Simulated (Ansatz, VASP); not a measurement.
P: VASP beside Ansatz

Contents of POSCAR:

```
P
1.0
   -1.4965049076      1.4965049076      1.4965049076
    1.4965049076     -1.4965049076      1.4965049076
    1.4965049076      1.4965049076     -1.4965049076
P
1
Direct
    0.0000000000      0.0000000000      0.0000000000
```

The input INCAR.step1:

```
SYSTEM = P
PREC     = Accurate       ! precision mode
ENCUT    = 520            ! plane-wave cutoff, eV
ISMEAR   = 0              ! smearing method
SIGMA    = 0.05           ! smearing width, eV
LREAL    = .FALSE.        ! projectors in reciprocal space
LASPH    = .TRUE.         ! aspherical terms in the spheres
NELM     = 60             ! most SCF steps
NBANDS   = 8              ! bands
GGA      = PE             ! functional
ALGO     = Normal         ! electronic algorithm
EDIFF    = 1E-4           ! SCF threshold, eV
LWAVE    = .TRUE.         ! write WAVECAR
LCHARG   = .FALSE.        ! write CHGCAR
```

Contents of INCAR.step2:

```
SYSTEM = P
PREC     = Accurate       ! precision mode
ENCUT    = 520            ! plane-wave cutoff, eV
EDIFF    = 1E-7           ! SCF threshold, eV
ISMEAR   = 0              ! smearing method
SIGMA    = 0.05           ! smearing width, eV
LREAL    = .FALSE.        ! projectors in reciprocal space
LASPH    = .TRUE.         ! aspherical terms in the spheres
NELM     = 60             ! most SCF steps
ALGO     = Normal         ! electronic algorithm
ISIF     = 2              ! what is computed and relaxed
LWAVE    = .FALSE.        ! write WAVECAR
LCHARG   = .FALSE.        ! write CHGCAR
METAGGA  = R2SCAN         ! meta-GGA
LMIXTAU  = .TRUE.       
IVDW     = 12             ! dispersion correction
VDW_S6   = 1.0          
VDW_S8   = 0.78981345   
VDW_A1   = 0.49484001   
VDW_A2   = 5.73083694   
NBANDS   = 8              ! bands
ISTART   = 1
```

KPOINTS

```
Automatic mesh
0
G
  20 20 20
  0 0 0
```

Input for Ansatz:

```yaml
crystal:
  lattice:
    - [-1.4965049076, 1.4965049076, 1.4965049076]
    - [1.4965049076, -1.4965049076, 1.4965049076]
    - [1.4965049076, 1.4965049076, -1.4965049076]
  atoms:
    - { symbol: P, position: [0.0, 0.0, 0.0] }
basis:
  ecutwfc: 500
  ecutrho_ratio: 4
kpoints:
  mp_grid: { grid: [20, 20, 20] }
hamiltonian:
  xc: r2scan
  dispersion: d3bj
scf:
  occupations: { method: gaussian, width: 0.05 }
output:
  forces: true
  stress: true
  eigenvalues: true
```

Alike in both runs: task single point; functional r2SCAN; dispersion D3(BJ); k mesh 20 × 20 × 20; occupations gaussian, width 0.05 eV; no spin polarisation.

|  | VASP | Ansatz |
| --- | --- | --- |
| version | VASP 6.6.1 | Ansatz 0.2.0 |
| potentials or method | VASP PAW PBE potentials, release 64 (P), cutoff 520 eV | scalar-relativistic, plane waves, PAW |
| valence electrons in the cell | 5 | 5 |

```tsv
	VASP	Ansatz	Ansatz less VASP
gap on the k mesh at the Fermi level (eV)	none	none	-
pressure (GPa)	4.3	4.5	+0.20
```

VASP's potentials were made for PBE, not for r2SCAN. A gap of «none» marks a metal or a gap that the smearing closes. Ansatz's warnings: dispersion damping borrowed.
